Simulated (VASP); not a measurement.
Set up this calculation in VASP 6.6.1, as the native input.

```
Task                   : single point
Functional             : PBE
Potentials or basis    : VASP PAW PBE potentials, release 64 (Os, Br)
Cutoff                 : 520 eV
k mesh                 : 6 × 6 × 6
Occupations            : gaussian, width 0.05 eV
Spin                   : collinear spin
Starting moments       : [1.91, 0.14, 0.14, 0.14] μB
Hubbard terms          : Os d U = 2.0 eV
Dipole correction      : no
Further INCAR settings : ALGO = Normal; EDIFF = 1e-07; NBANDS = 26
```

The structure of OsBr3 lies in POSCAR:

```
OsBr3
1.0
    5.1360469148      0.0000000000      0.0000000000
    0.0000000000      5.1360469148      0.0000000000
    0.0000000000      0.0000000000      5.1360469148
Os Br
1 3
Direct
    0.0000000000      0.0000000000      0.0000000000
    0.5000000000      0.0000000000      0.0000000000
    0.0000000000      0.0000000000      0.5000000000
    0.0000000000      0.5000000000      0.0000000000
```

The input as run:

INCAR

```
PREC = Accurate ; ENCUT = 520
EDIFF = 1E-7 ; ISMEAR = 0
SIGMA = 0.05 ; LREAL = False
LASPH = True ; NELM = 150
ALGO = Normal ; ISIF = 2
LWAVE = False ; LCHARG = False
ISPIN = 2 ; MAGMOM = 1.91 0.14 0.14 0.14
LORBIT = 11 ; LMAXMIX = 4
LDAU = True ; LDAUTYPE = 2
LDAUL = 2 -1 ; LDAUU = 2 0
LDAUJ = 0 0 ; LDAUPRINT = 1
GGA = PE ; NBANDS = 26
```

KPOINTS

```
Automatic mesh
0
Gamma
  6 6 6
```

Potentials or basis: VASP PAW PBE potentials, release 64 (Os, Br).

The run is started by

```console
$ cat potpaw_PBE.64/Os/POTCAR potpaw_PBE.64/Br/POTCAR > POTCAR
$ mpirun -np 1 vasp_std > vasp.out
```

It gave:

The pressure is 1.1 GPa. The net moment is 3.40 μB per cell and the site moments are Os +2.95; Br +0.15 μB. The valence electrons inside the program's atomic spheres are Os 6.86; Br 4.85.

Wall time 4 min on 1 thread of Intel Xeon 8259CL, on a shared host, peak memory 0.34 GiB.
